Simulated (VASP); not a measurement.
# ZnSe (F-43m) in VASP: a series of runs, part 2 of 2

VASP 6.6.1. The steps go on from the part before.

## (3) Electric field gradients, LDA (volume scaled by 0.98)

Contents of INCAR:

```
  PREC = Accurate
  ENCUT = 520
  EDIFF = 1E-8
  ISMEAR = -1
  SIGMA = 0.03
  LREAL = False
  LASPH = True
  NELM = 80
  ALGO = Normal
  ISIF = 2
  LWAVE = False
  LCHARG = False
  GGA = CA
  LEFG = True
  NBANDS = 16
```

Contents of KPOINTS:

```
Automatic mesh
0
Gamma
  8 8 8
```

Contents of POSCAR:

```
ZnSe
1.0
    0.0000000000      2.8147806350      2.8147806350
    2.8147806350      0.0000000000      2.8147806350
    2.8147806350      2.8147806350      0.0000000000
Zn Se
1 1
Direct
    0.0000000000      0.0000000000      0.0000000000
    0.7500000000      0.7500000000      0.7500000000
```

Potentials or basis: VASP PAW LDA potentials, release 64 (Zn, Se).

Started as:

```bash
> cat potpaw_LDA.64/Zn/POTCAR potpaw_LDA.64/Se/POTCAR > POTCAR
> mpirun -np 1 vasp_std > vasp.out
```

OUTCAR:

```text
PREC = Accurate
   ENCUT = 520
   EDIFF = 1E-8
   ISMEAR = -1
   LREAL = False
   LASPH = True
   NELM = 80
   ISIF = 2
   GGA = CA

 ion  position               nearest neighbor table
   1  0.000  0.000  0.000-   2 2.44   2 2.44   2 2.44   2 2.44
   2  0.750  0.750  0.750-   1 2.44   1 2.44   1 2.44   1 2.44

  LATTYP: Found a face centered cubic cell.
 ALAT       =     5.6295612700

  Lattice vectors:

 A1 = (   0.0000000000,   2.8147806350,   2.8147806350)
 A2 = (   2.8147806350,   0.0000000000,   2.8147806350)
 A3 = (   2.8147806350,   2.8147806350,   0.0000000000)

Analysis of symmetry for initial positions (statically):
=====================================================================
 Subroutine PRICEL returns:
 Original cell was already a primitive cell.

 Routine SETGRP: Setting up the symmetry group for a
 face centered cubic supercell.

 Subroutine GETGRP returns: Found 24 space group operations
 (whereof 24 operations were pure point group operations)
 out of a pool of 48 trial point group operations.

The static configuration has the point symmetry T_d .

Analysis of symmetry for dynamics (positions and initial velocities):
=====================================================================
 Subroutine PRICEL returns:
 Original cell was already a primitive cell.

 Routine SETGRP: Setting up the symmetry group for a
 face centered cubic supercell.

 Subroutine GETGRP returns: Found 24 space group operations
 (whereof 24 operations were pure point group operations)
 out of a pool of 48 trial point group operations.

The dynamic configuration has the point symmetry T_d .

 Subroutine INISYM returns: Found 24 space group operations
 (whereof 24 operations are pure point group operations),
 and found     1 'primitive' translations

----------------------------------------------------------------------------------------

                                     Primitive cell

  volume of cell :      44.6030

  direct lattice vectors                    reciprocal lattice vectors
     0.000000000  2.814780635  2.814780635    -0.177633736  0.177633736  0.177633736
     2.814780635  0.000000000  2.814780635     0.177633736 -0.177633736  0.177633736
     2.814780635  2.814780635  0.000000000     0.177633736  0.177633736 -0.177633736

  length of vectors
     3.980700949  3.980700949  3.980700949     0.307670656  0.307670656  0.307670656

  position of ions in fractional coordinates (direct lattice)
     0.000000000  0.000000000  0.000000000
     0.750000000  0.750000000  0.750000000

  ion indices of the primitive-cell ions
   primitive index   ion index
                 1           1
                 2           2

----------------------------------------------------------------------------------------

 KPOINTS: Automatic mesh

Automatic generation of k-mesh.
 Grid dimensions read from file:
 generate k-points for:    8    8    8

 Generating k-lattice:

  Cartesian coordinates                     Fractional coordinates (reciprocal lattice)
[... 65 lines left out ...]
   NFREE  =      0    steps in history (QN), initial steepest desc. (CG)
   ISIF   =      2    stress and relaxation
   ISYM   =      2    0-nonsym 1-usesym 2-fastsym
   POTIM  = 0.5000    time-step for ionic-motion
   TEBEG  =    0.0;   TEEND  =   0.0 temperature during run
   PSTRESS=    0.0 pullay stress
   NELECT =      18.0000    total number of electrons
   NUPDOWN=      -1.0000    fix difference up-down
   EMIN   =  10.00;   EMAX   =-10.00  energy-range for DOS
   EFERMI =   0.00;   METHOD = LEGACY
   ISMEAR =    -1;   SIGMA  =   0.03  broadening in eV -4-tet -1-fermi 0-gaus
   EFERMI_NEDOS =   21; number of points for ismear=-14 and -15
   IALGO  =     38    algorithm
   IMIX   =      4    mixing-type and parameters
     AMIX     =   0.40;   BMIX     =  1.00
     AMIX_MAG =   1.60;   BMIX_MAG =  1.00
  volume/ion in A,a.u.               =      22.30       150.50
  Fermi-wavevector in a.u.,A,eV,Ry     =   1.209793  2.286178 19.913479  1.463599
  Thomas-Fermi vector in A             =   2.345360
   LORBIT       =      0    0 simple, 1 ext, 2 COOP (PROOUT), +10 PAW based schemes
   GGA     = CA    functional components
   LHFCALC =     F    Hartree Fock is set to
   AEXX    =    0.0000 exact exchange contribution
   IVDW    =     0    specifies the selected vdW correction
   LEPSILON=     F    determine dielectric tensor
   LRPA    =     F    only Hartree local field effects (RPA)
 non-spin polarized calculation
  energy-cutoff  :      520.00
  volume of cell :       44.60
 maximum number of plane-waves:      1243
 NGX is ok and might be reduce to    30
   NGX = 15   NGY = 15   NGZ = 15

 number of electron      17.9999998 magnetization

 Free energy of the ion-electron system (eV)
  ---------------------------------------------------
  ext. energy  EPLUGINS =         0.00000000
  ---------------------------------------------------
  free energy    TOTEN  =        -7.36458775 eV

  energy without entropy =       -7.36458775  energy(sigma->0) =       -7.36458775

 E-fermi :   2.2959     XC(G=0):  -9.7887

 val. band max:        1.6869293406   @ k =   0.0000   0.0000   0.0000
 cond. band min:       2.8379353076   @ k =   0.0000   0.0000   0.0000
 fundamental gap:      1.1510059669
 Fermi energy:         2.2958558516

 k-point     1 :       0.0000    0.0000    0.0000
  band No.  band energies     occupation
      1     -11.7341      2.00000
      2      -5.0652      2.00000
      3      -5.0652      2.00000
      4      -5.0652      2.00000
      5      -4.6878      2.00000
      6      -4.6878      2.00000
[... 433 lines left out ...]
      3      -4.9214      2.00000
      4      -4.7227      2.00000
      5      -4.6807      2.00000
      6      -4.4654      2.00000
[... 8 lines left out ...]
     15      14.3649      0.00000
     16      15.2017      0.00000

 [... further k-points ...]
[... 5 lines left out ...]
  --------------------------------------------------------------------------------------
  -------------------------------------------------------------------------------------
  Total       -0.5232710     -0.5232710     -0.5232710      0.0000000      0.0000000     -0.0000000
  in kB      -18.7963515    -18.7963515    -18.7963515      0.0000000      0.0000000     -0.0000000
  external PRESSURE =     -18.7963515 kB  Pullay stress =       0.0000000 kB

 VOLUME and BASIS-vectors are now :
 -----------------------------------------------------------------------------
  energy-cutoff  :      520.00
  volume of cell :       44.60
      direct lattice vectors                 reciprocal lattice vectors
     0.000000000  2.814780635  2.814780635    -0.177633736  0.177633736  0.177633736
     2.814780635  0.000000000  2.814780635     0.177633736 -0.177633736  0.177633736
     2.814780635  2.814780635  0.000000000     0.177633736  0.177633736 -0.177633736

 POSITION                                       TOTAL-FORCE (eV/Angst)
 -----------------------------------------------------------------------------------
      0.00000      0.00000      0.00000         0.000000      0.000000      0.000000
      4.22217      4.22217      4.22217        -0.000000     -0.000000     -0.000000
 -----------------------------------------------------------------------------------
    total drift:                                0.000000      0.000000      0.000000

  FREE ENERGIE OF THE ION-ELECTRON SYSTEM (eV)
  ---------------------------------------------------
  free  energy   TOTEN  =        -7.3645877464 eV

  energy  without entropy=       -7.3645877463  energy(sigma->0) =       -7.36458775

 Electric field gradients (V/A^2)
---------------------------------------------------------------------
 ion       V_xx      V_yy      V_zz      V_xy      V_xz      V_yz
---------------------------------------------------------------------
   1      -0.000     0.000     0.000     0.003     0.003     0.003
   2      -0.000     0.000     0.000     0.000     0.000     0.000
---------------------------------------------------------------------

 Electric field gradients after diagonalization (V/A^2)
 (convention: |V_zz| > |V_xx| > |V_yy|)
----------------------------------------------------------------------
 ion       V_xx      V_yy      V_zz     asymmetry (V_yy - V_xx)/ V_zz
----------------------------------------------------------------------
   1      -0.003    -0.003     0.006       0.000
   2      -0.000    -0.000     0.000       0.000
----------------------------------------------------------------------

           NMR quadrupolar parameters

 Cq : quadrupolar parameter    Cq=e*Q*V_zz/h
 eta: asymmetry parameters     (V_yy - V_xx)/ V_zz
 Q  : nuclear electric quadrupole moment in mb (millibarn)
----------------------------------------------------------------------
 ion       Cq(MHz)       eta       Q (mb)
----------------------------------------------------------------------
   1       0.000       0.000       1.000
   2       0.000       0.000       1.000
----------------------------------------------------------------------
```

OSZICAR:

```text
N       E                     dE             d eps       ncg     rms          rms(c)
DAV:   1     0.874165882770E+02    0.87417E+02   -0.88730E+03   928   0.131E+03
DAV:   2    -0.190933898632E+01   -0.89326E+02   -0.83210E+02  1064   0.257E+02
DAV:   3    -0.762413737854E+01   -0.57148E+01   -0.56913E+01  1112   0.628E+01
DAV:   4    -0.767267378918E+01   -0.48536E-01   -0.48531E-01  1168   0.634E+00
DAV:   5    -0.767290701945E+01   -0.23323E-03   -0.23323E-03  1152   0.389E-01    0.496E+00
DAV:   6    -0.739507623937E+01    0.27783E+00   -0.55255E-01  1352   0.249E+01    0.377E+00
DAV:   7    -0.736954476168E+01    0.25531E-01   -0.14702E-01  1168   0.370E+00    0.157E+00
DAV:   8    -0.736511562127E+01    0.44291E-02   -0.32232E-03  1368   0.749E-01    0.408E-01
DAV:   9    -0.736457700457E+01    0.53862E-03   -0.88921E-04  1072   0.244E-01    0.576E-02
DAV:  10    -0.736459487918E+01   -0.17875E-04   -0.11051E-04  1192   0.111E-01    0.171E-02
DAV:  11    -0.736458765129E+01    0.72279E-05   -0.15404E-05  1392   0.618E-02    0.406E-03
DAV:  12    -0.736458772081E+01   -0.69522E-07   -0.23431E-06  1080   0.107E-02    0.125E-03
DAV:  13    -0.736458774449E+01   -0.23681E-07   -0.68342E-08  1128   0.206E-03    0.397E-04
DAV:  14    -0.736458774639E+01   -0.19013E-08   -0.16519E-09   688   0.448E-04
   1 F= -.73645877E+01 E0= -.73645877E+01  d E =-.436389E-10
```

It took 20 s on 1 thread of Intel Xeon Platinum 8259CL at 2.50GHz (Skylake/Cascade Lake), shared host; peak memory 0.15 GiB.

Results:

| Property | Result |
| --- | --- |
| Free energy | -7.3646 eV |
| Pressure | -1.9 GPa |
| Band gap on the k mesh | 1.15 eV, direct |

Caveat: without QUAD_EFG the Cq values of the log hold for a quadrupole moment of 1 mb, not for the nuclei.

## (4) Electric field gradients, LDA (volume scaled by 1.01)

Contents of INCAR:

```
PREC = Accurate
ENCUT = 520
EDIFF = 1E-8
ISMEAR = -1
SIGMA = 0.03
LREAL = F
LASPH = T
NELM = 80
ALGO = Normal
ISIF = 2
LWAVE = F
LCHARG = F
LEFG = T
NBANDS = 16
```

KPOINTS is that of step 3.

Contents of POSCAR:

```
ZnSe
1.0
    0.0000000000      2.8432146871      2.8432146871
    2.8432146871      0.0000000000      2.8432146871
    2.8432146871      2.8432146871      0.0000000000
Zn Se
1 1
Direct
    0.0000000000      0.0000000000      0.0000000000
    0.7500000000      0.7500000000      0.7500000000
```

Potentials or basis: VASP PAW LDA potentials, release 64 (Zn, Se).

Started as:

```bash
> cat potpaw_LDA.64/Zn/POTCAR potpaw_LDA.64/Se/POTCAR > POTCAR
> mpirun -np 1 vasp_std > vasp.out
```

OUTCAR:

```text
PREC = Accurate
   ENCUT = 520
   EDIFF = 1E-8
   ISMEAR = -1
   LREAL = F
   LASPH = T
   NELM = 80
   ISIF = 2

 ion  position               nearest neighbor table
   1  0.000  0.000  0.000-   2 2.46   2 2.46   2 2.46   2 2.46
   2  0.750  0.750  0.750-   1 2.46   1 2.46   1 2.46   1 2.46

  LATTYP: Found a face centered cubic cell.
 ALAT       =     5.6864293742

  Lattice vectors:

 A1 = (   0.0000000000,   2.8432146871,   2.8432146871)
 A2 = (   2.8432146871,   0.0000000000,   2.8432146871)
 A3 = (   2.8432146871,   2.8432146871,   0.0000000000)

[... 666 lines left out ...]
  ---------------------------------------------------
  free  energy   TOTEN  =        -7.3408658660 eV

  energy  without entropy=       -7.3408658657  energy(sigma->0) =       -7.34086587

 Electric field gradients (V/A^2)
---------------------------------------------------------------------
 ion       V_xx      V_yy      V_zz      V_xy      V_xz      V_yz
---------------------------------------------------------------------
   1       0.000     0.000    -0.000     0.001     0.001     0.001
   2      -0.000    -0.000    -0.000    -0.000    -0.000    -0.000
---------------------------------------------------------------------

 Electric field gradients after diagonalization (V/A^2)
 (convention: |V_zz| > |V_xx| > |V_yy|)
----------------------------------------------------------------------
 ion       V_xx      V_yy      V_zz     asymmetry (V_yy - V_xx)/ V_zz
----------------------------------------------------------------------
   1      -0.001    -0.001     0.002       0.000
   2       0.000     0.000    -0.000       0.000
----------------------------------------------------------------------

           NMR quadrupolar parameters

 Cq : quadrupolar parameter    Cq=e*Q*V_zz/h
 eta: asymmetry parameters     (V_yy - V_xx)/ V_zz
 Q  : nuclear electric quadrupole moment in mb (millibarn)
----------------------------------------------------------------------
 ion       Cq(MHz)       eta       Q (mb)
----------------------------------------------------------------------
   1       0.000       0.000       1.000
   2      -0.000       0.000       1.000
----------------------------------------------------------------------
```

stdout:

```text
POSCAR found type information on POSCAR ZnSe
 POSCAR found :  2 types and       2 ions
 scaLAPACK will be used
 LDA part: xc-table for (Slater(with rela. corr.)+CA(PZ))
 , standard interpolation
 POSCAR, INCAR and KPOINTS ok, starting setup
 FFT: planning ... GRIDC
 FFT: planning ... GRID_SOFT
 FFT: planning ... GRID
 WAVECAR not read
 entering main loop
ion   1

ion   2
```

Run time: 20 s. Hardware: 1 thread of Intel Xeon Platinum 8259CL at 2.50GHz (Skylake/Cascade Lake), shared host; peak memory 0.15 GiB.

What came out:

```
Free energy            : -7.3409 eV
Pressure               : -3.6 GPa
Band gap on the k mesh : 1.03 eV, direct
```

Caveat: without QUAD_EFG the Cq values of the log hold for a quadrupole moment of 1 mb, not for the nuclei.

## (5) The runs side by side

| cell | gap on the mesh (eV) | pressure (GPa) |
| --- | --- | --- |
| a = 3.926 Å, angles 60.0°, 2 atoms | 1.33 | 1.0 |
| a = 3.981 Å, angles 60.0°, 2 atoms | 1.15 | -1.9 |
| a = 4.021 Å, angles 60.0°, 2 atoms | 1.03 | -3.6 |

Alike in all rows: task electric field gradients; level LDA; potentials or basis VASP PAW LDA potentials, release 64 (Zn, Se); no spin polarisation; k mesh 8 × 8 × 8; cutoff (eV) 520; smearing fermi-dirac 0.03 eV.

Absolute energies hang on the potentials; compare differences alone.
